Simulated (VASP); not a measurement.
# ZrO2 (Fm-3m) in VASP: single point with r2SCAN

Aim: the single point of ZrO2 with r2SCAN.

Everything below comes from runs of VASP 6.6.1. Logs are shortened: lines on timing, memory, paths and dates and some standing lists are left out, and cuts for length are marked.

### Step 1. The cell of the first run

Symmetry: Fm-3m, No. 225, cubic system. Conventional cell: a = 5.104 Å, b = 5.104 Å, c = 5.104 Å, α = 90.00°, β = 90.00°, γ = 90.00°. Within 2.9 Å of Zr (site symmetry m-3m) lie 8 O at 2.21 Å. O (site symmetry -43m) has 4 Zr at 2.21 Å and 6 O at 2.55 Å within 2.9 Å.

### Step 2. Single point, r2SCAN

Contents of POSCAR:

```
ZrO2
1.0
    0.0000000000      2.5519782100      2.5519782100
    2.5519782100      0.0000000000      2.5519782100
    2.5519782100      2.5519782100      0.0000000000
Zr O
1 2
Direct
    0.0000000000      0.0000000000      0.0000000000
    0.2500000000      0.2500000000      0.2500000000
    0.7500000000      0.7500000000      0.7500000000
```

Contents of INCAR.step1:

```
SYSTEM = ZrO2
ALGO = Normal ; EDIFF = 1E-5
ENCUT = 660 ; GGA = PE
GGA_COMPAT = .FALSE. ; ISMEAR = -1
LASPH = .TRUE. ; LCHARG = .FALSE.
LREAL = .FALSE. ; LWAVE = .TRUE.
NBANDS = 19 ; NELM = 120
PREC = Accurate ; SIGMA = 0.1
```

Contents of INCAR.step2:

```
SYSTEM = ZrO2
ALGO = Normal ; EDIFF = 1E-6
ENCUT = 660 ; GGA_COMPAT = .FALSE.
ISIF = 2 ; ISMEAR = -1
ISTART = 1 ; LASPH = .TRUE.
LCHARG = .FALSE. ; LMIXTAU = .TRUE.
LREAL = .FALSE. ; LWAVE = .FALSE.
METAGGA = R2SCAN ; NBANDS = 19
NELM = 120 ; PREC = Accurate
SIGMA = 0.1
```

Contents of KPOINTS:

```
k-points
0
G
  9 9 9
  0 0 0
```

Potentials or basis: VASP PAW PBE potentials, release 64 (Zr_sv, O).

The run is started by

```bash
> cat potpaw_PBE.64/Zr_sv/POTCAR potpaw_PBE.64/O/POTCAR > POTCAR
> cp INCAR.step1 INCAR
> mpirun -np 1 vasp_std > vasp.out
> cp INCAR.step2 INCAR
> mpirun -np 1 vasp_std > vasp.out
```

OUTCAR:

```text
SYSTEM = ZrO2
   EDIFF = 1E-6
   ENCUT = 660
   ISIF = 2
   ISMEAR = -1
   ISTART = 1
   LASPH = .TRUE.
   LREAL = .FALSE.
   METAGGA = R2SCAN
   NELM = 120
   PREC = Accurate

 ion  position               nearest neighbor table
   1  0.000  0.000  0.000-   2 2.21   3 2.21   3 2.21   3 2.21   3 2.21   2 2.21   2 2.21   2 2.21

   2  0.250  0.250  0.250-   1 2.21   1 2.21   1 2.21   1 2.21
   3  0.750  0.750  0.750-   1 2.21   1 2.21   1 2.21   1 2.21

  LATTYP: Found a face centered cubic cell.
 ALAT       =     5.1039564200

  Lattice vectors:

 A1 = (   0.0000000000,   2.5519782100,   2.5519782100)
 A2 = (   2.5519782100,   0.0000000000,   2.5519782100)
 A3 = (   2.5519782100,   2.5519782100,   0.0000000000)

Analysis of symmetry for initial positions (statically):
=====================================================================
 Subroutine PRICEL returns:
 Original cell was already a primitive cell.

 Routine SETGRP: Setting up the symmetry group for a
 face centered cubic supercell.

 Subroutine GETGRP returns: Found 48 space group operations
 (whereof 48 operations were pure point group operations)
 out of a pool of 48 trial point group operations.

The static configuration has the point symmetry O_h .

Analysis of symmetry for dynamics (positions and initial velocities):
=====================================================================
 Subroutine PRICEL returns:
 Original cell was already a primitive cell.

 Routine SETGRP: Setting up the symmetry group for a
 face centered cubic supercell.

 Subroutine GETGRP returns: Found 48 space group operations
 (whereof 48 operations were pure point group operations)
 out of a pool of 48 trial point group operations.

The dynamic configuration has the point symmetry O_h .

 Subroutine INISYM returns: Found 48 space group operations
 (whereof 48 operations are pure point group operations),
 and found     1 'primitive' translations

----------------------------------------------------------------------------------------

                                     Primitive cell

  volume of cell :      33.2400

  direct lattice vectors                    reciprocal lattice vectors
     0.000000000  2.551978210  2.551978210    -0.195926438  0.195926438  0.195926438
     2.551978210  0.000000000  2.551978210     0.195926438 -0.195926438  0.195926438
     2.551978210  2.551978210  0.000000000     0.195926438  0.195926438 -0.195926438

  length of vectors
     3.609042195  3.609042195  3.609042195     0.339354545  0.339354545  0.339354545

  position of ions in fractional coordinates (direct lattice)
     0.000000000  0.000000000  0.000000000
     0.250000000  0.250000000  0.250000000
     0.750000000  0.750000000  0.750000000

  ion indices of the primitive-cell ions
   primitive index   ion index
                 1           1
                 2           2
                 3           3

----------------------------------------------------------------------------------------

 KPOINTS: k-points

Automatic generation of k-mesh.
 Grid dimensions read from file:
 generate k-points for:    9    9    9

 Generating k-lattice:

  Cartesian coordinates                     Fractional coordinates (reciprocal lattice)
    -0.021769604  0.021769604  0.021769604     0.111111111  0.000000000  0.000000000
     0.021769604 -0.021769604  0.021769604     0.000000000  0.111111111  0.000000000
     0.021769604  0.021769604 -0.021769604     0.000000000  0.000000000  0.111111111

  Length of vectors
     0.037706061  0.037706061  0.037706061

  Shift w.r.t. Gamma in fractional coordinates (k-lattice)
     0.000000000  0.000000000  0.000000000

 Subroutine IBZKPT returns following result:
 ===========================================

 Found     35 irreducible k-points:

 Following reciprocal coordinates:
            Coordinates               Weight
  0.000000  0.000000  0.000000      1.000000
  0.111111  0.000000  0.000000      8.000000
  0.222222  0.000000  0.000000      8.000000
  0.333333  0.000000  0.000000      8.000000
  0.444444  0.000000  0.000000      8.000000
  0.111111  0.111111  0.000000      6.000000
[... 16 lines left out ...]
 -0.333333  0.333333  0.000000     12.000000
  0.444444  0.444444  0.000000      6.000000
 [... further k-points ...]
   k-points           NKPTS =     35   k-points in BZ     NKDIM =     35   number of bands    NBANDS=     19
   number of dos      NEDOS =    301   number of ions     NIONS =      3
   total plane-waves  NPLWV =  27000
   dimension x,y,z NGX =    30 NGY =   30 NGZ =   30
   dimension x,y,z NGXF=    60 NGYF=   60 NGZF=   60
   ions per type =               1   2
   NGX,Y,Z   is equivalent  to a cutoff of  13.82, 13.82, 13.82 a.u.
   NGXF,Y,Z  is equivalent  to a cutoff of  27.64, 27.64, 27.64 a.u.
 SYSTEM =  ZrO2
   PREC   = accura    normal or accurate (medium, high low for compatibility)
   ISTART =      1    job   : 0-new  1-cont  2-samecut
   ICHARG =      0    charge: 1-file 2-atom 10-const
   ISPIN  =      1    spin polarized calculation?
   LNONCOLLINEAR =      F non collinear calculations
   LSORBIT =      F    spin-orbit coupling
   LASPH  =      T    aspherical Exc in radial PAW
   ENCUT  =  660.0 eV  48.51 Ry    6.96 a.u.   7.56  7.56  7.56*2*pi/ulx,y,z
   NELM   =    120;   NELMIN=  2; NELMDL=  0     # of ELM steps
   EDIFF  = 0.1E-05   stopping-criterion for ELM
   LREAL  =      F    real-space projection
   EDIFFG = 0.1E-04   stopping-criterion for IOM
   NSW    =      0    number of steps for IOM
   IBRION =     -1    ionic relax: 0-MD 1-quasi-New 2-CG
   NFREE  =      0    steps in history (QN), initial steepest desc. (CG)
   ISIF   =      2    stress and relaxation
   ISYM   =      2    0-nonsym 1-usesym 2-fastsym
   POTIM  = 0.5000    time-step for ionic-motion
   TEBEG  =    0.0;   TEEND  =   0.0 temperature during run
   PSTRESS=    0.0 pullay stress
   NELECT =      24.0000    total number of electrons
   NUPDOWN=      -1.0000    fix difference up-down
   EMIN   =  10.00;   EMAX   =-10.00  energy-range for DOS
   EFERMI =   0.00;   METHOD = LEGACY
   ISMEAR =    -1;   SIGMA  =   0.10  broadening in eV -4-tet -1-fermi 0-gaus
   EFERMI_NEDOS =   21; number of points for ismear=-14 and -15
   IALGO  =     38    algorithm
   IMIX   =      4    mixing-type and parameters
     AMIX     =   0.40;   BMIX     =  1.00
     AMIX_MAG =   1.60;   BMIX_MAG =  1.00
  volume/ion in A,a.u.               =      11.08        74.77
  Fermi-wavevector in a.u.,A,eV,Ry     =   1.468672  2.775389 29.347750  2.156999
  Thomas-Fermi vector in A             =   2.584142
   LORBIT       =      0    0 simple, 1 ext, 2 COOP (PROOUT), +10 PAW based schemes
   METAGGA = R2SCAN    functional components
   LHFCALC =     F    Hartree Fock is set to
   AEXX    =    0.0000 exact exchange contribution
   IVDW    =     0    specifies the selected vdW correction
   LEPSILON=     F    determine dielectric tensor
   LRPA    =     F    only Hartree local field effects (RPA)
 non-spin polarized calculation
  energy-cutoff  :      660.00
  volume of cell :       33.24
 maximum number of plane-waves:      1299
   NGX = 15   NGY = 15   NGZ = 15

 number of electron      23.9999994 magnetization

 Free energy of the ion-electron system (eV)
  ---------------------------------------------------
  ext. energy  EPLUGINS =         0.00000000
  ---------------------------------------------------
  free energy    TOTEN  =       -45.86491647 eV

  energy without entropy =      -45.86491646  energy(sigma->0) =      -45.86491647

 E-fermi :   8.7466     XC(G=0): -12.4841

 val. band max:        6.7679082207   @ k =  -0.4444   0.4444   0.0000
 cond. band min:      10.6675415782   @ k =   0.0000   0.0000   0.0000
 fundamental gap:      3.8996333575
 Fermi energy:         8.7465636050

 k-point     1 :       0.0000    0.0000    0.0000
  band No.  band energies     occupation
      1     -42.8091      2.00000
      2     -19.9021      2.00000
      3     -19.9021      2.00000
      4     -19.9021      2.00000
      5     -12.3336      2.00000
      6      -9.8329      2.00000
[... 11 lines left out ...]
     18      16.6893      0.00000
     19      21.9785      0.00000

 k-point     2 :       0.1111    0.0000    0.0000
  band No.  band energies     occupation
      1     -42.8036      2.00000
      2     -19.9939      2.00000
      3     -19.9102      2.00000
      4     -19.9102      2.00000
      5     -12.1588      2.00000
      6      -9.9537      2.00000
[... 11 lines left out ...]
     18      16.5019      0.00000
     19      21.7224      0.00000

 k-point     3 :       0.2222    0.0000    0.0000
  band No.  band energies     occupation
      1     -42.7899      2.00000
      2     -20.2124      2.00000
      3     -19.9305      2.00000
      4     -19.9305      2.00000
      5     -11.7533      2.00000
      6     -10.1998      2.00000
[... 11 lines left out ...]
     18      16.2681      0.00000
     19      21.1346      0.00000

 k-point     4 :       0.3333    0.0000    0.0000
  band No.  band energies     occupation
      1     -42.7741      2.00000
      2     -20.4412      2.00000
      3     -19.9535      2.00000
      4     -19.9535      2.00000
      5     -11.4369      2.00000
      6     -10.2965      2.00000
[... 11 lines left out ...]
     18      16.8073      0.00000
     19      20.9720      0.00000

 k-point     5 :       0.4444    0.0000    0.0000
  band No.  band energies     occupation
      1     -42.7639      2.00000
      2     -20.5811      2.00000
      3     -19.9684      2.00000
      4     -19.9684      2.00000
      5     -11.3870      2.00000
      6     -10.1808      2.00000
[... 11 lines left out ...]
     18      16.4739      0.00000
     19      21.6353      0.00000

 k-point     6 :       0.1111    0.1111    0.0000
  band No.  band energies     occupation
      1     -42.8018      2.00000
      2     -20.0057      2.00000
      3     -19.9221      2.00000
      4     -19.9221      2.00000
      5     -12.0968      2.00000
      6      -9.9967      2.00000
[... 11 lines left out ...]
     18      16.4486      0.00000
     19      21.7656      0.00000

 k-point     7 :       0.2222    0.1111    0.0000
  band No.  band energies     occupation
      1     -42.7908      2.00000
      2     -20.1683      2.00000
      3     -19.9454      2.00000
      4     -19.9443      2.00000
      5     -11.7530      2.00000
      6     -10.2123      2.00000
[... 11 lines left out ...]
     18      16.2885      0.00000
     19      21.5426      0.00000

 k-point     8 :       0.3333    0.1111    0.0000
  band No.  band energies     occupation
      1     -42.7758      2.00000
      2     -20.3768      2.00000
      3     -19.9807      2.00000
      4     -19.9690      2.00000
      5     -11.3742      2.00000
      6     -10.3811      2.00000
[... 256 lines left out ...]
 k-point    20 :       0.3333    0.3333    0.0000
  band No.  band energies     occupation
      1     -42.7626      2.00000
      2     -20.4963      2.00000
      3     -20.0294      2.00000
      4     -20.0294      2.00000
      5     -10.7871      2.00000
      6     -10.7577      2.00000
[... 11 lines left out ...]
     18      17.2758      0.00000
     19      22.8422      0.00000

 k-point    21 :       0.4444    0.3333    0.0000
  band No.  band energies     occupation
      1     -42.7539      2.00000
      2     -20.5674      2.00000
      3     -20.0887      2.00000
      4     -20.0459      2.00000
      5     -10.8669      2.00000
      6     -10.5124      2.00000
[... 11 lines left out ...]
     18      18.5220      0.00000
     19      22.7037      0.00000

 k-point    22 :      -0.4444    0.3333    0.0000
  band No.  band energies     occupation
      1     -42.7493      2.00000
      2     -20.5375      2.00000
      3     -20.2095      2.00000
      4     -20.0411      2.00000
      5     -10.8618      2.00000
      6     -10.4113      2.00000
[... 11 lines left out ...]
     18      19.2699      0.00000
     19      22.4452      0.00000

 k-point    23 :      -0.3333    0.3333    0.0000
  band No.  band energies     occupation
      1     -42.7509      2.00000
      2     -20.4081      2.00000
      3     -20.3432      2.00000
      4     -20.0172      2.00000
      5     -10.8059      2.00000
      6     -10.4908      2.00000
[... 11 lines left out ...]
     18      18.9041      0.00000
     19      23.0106      0.00000

 k-point    24 :       0.4444    0.4444    0.0000
  band No.  band energies     occupation
      1     -42.7489      2.00000
      2     -20.6455      2.00000
      3     -20.0662      2.00000
      4     -20.0662      2.00000
      5     -10.9851      2.00000
      6     -10.3004      2.00000
[... 11 lines left out ...]
     18      19.6128      0.00000
     19      22.3734      0.00000

 [... further k-points ...]

------------------------ aborting loop because EDIFF is reached ----------------------------------------

  FORCE on cell =-STRESS in cart. coord.  units (eV):
  Direction    XX          YY          ZZ          XY          YZ          ZX
  --------------------------------------------------------------------------------------
  -------------------------------------------------------------------------------------
  Total       -0.4520590     -0.4520590     -0.4520590      0.0000000      0.0000000     -0.0000000
  in kB      -21.7893761    -21.7893761    -21.7893761      0.0000000      0.0000000     -0.0000000
  external PRESSURE =     -21.7893761 kB  Pullay stress =       0.0000000 kB

 VOLUME and BASIS-vectors are now :
 -----------------------------------------------------------------------------
  energy-cutoff  :      660.00
  volume of cell :       33.24
      direct lattice vectors                 reciprocal lattice vectors
     0.000000000  2.551978210  2.551978210    -0.195926438  0.195926438  0.195926438
     2.551978210  0.000000000  2.551978210     0.195926438 -0.195926438  0.195926438
     2.551978210  2.551978210  0.000000000     0.195926438  0.195926438 -0.195926438

 POSITION                                       TOTAL-FORCE (eV/Angst)
 -----------------------------------------------------------------------------------
      0.00000      0.00000      0.00000        -0.000000      0.000000     -0.000000
      1.27599      1.27599      1.27599         0.000000      0.000000      0.000000
      3.82797      3.82797      3.82797        -0.000000     -0.000000     -0.000000
 -----------------------------------------------------------------------------------
    total drift:                                0.000000     -0.000000      0.000000

  FREE ENERGIE OF THE ION-ELECTRON SYSTEM (eV)
  ---------------------------------------------------
  free  energy   TOTEN  =       -45.8649164654 eV

  energy  without entropy=      -45.8649164648  energy(sigma->0) =      -45.86491647
```

Wall time 2.1 min (1 thread of Intel Xeon Platinum 8375C at 2.90GHz (Ice Lake), shared host); peak memory 0.18 GiB.

What came out:

* Free energy: -45.8649 eV
* Pressure: -2.2 GPa
* Band gap on the k mesh: 3.90 eV, indirect (least direct gap 4.39 eV)

Caveat: the PAW data sets were made with another functional, which shifts forces and pressure a little.
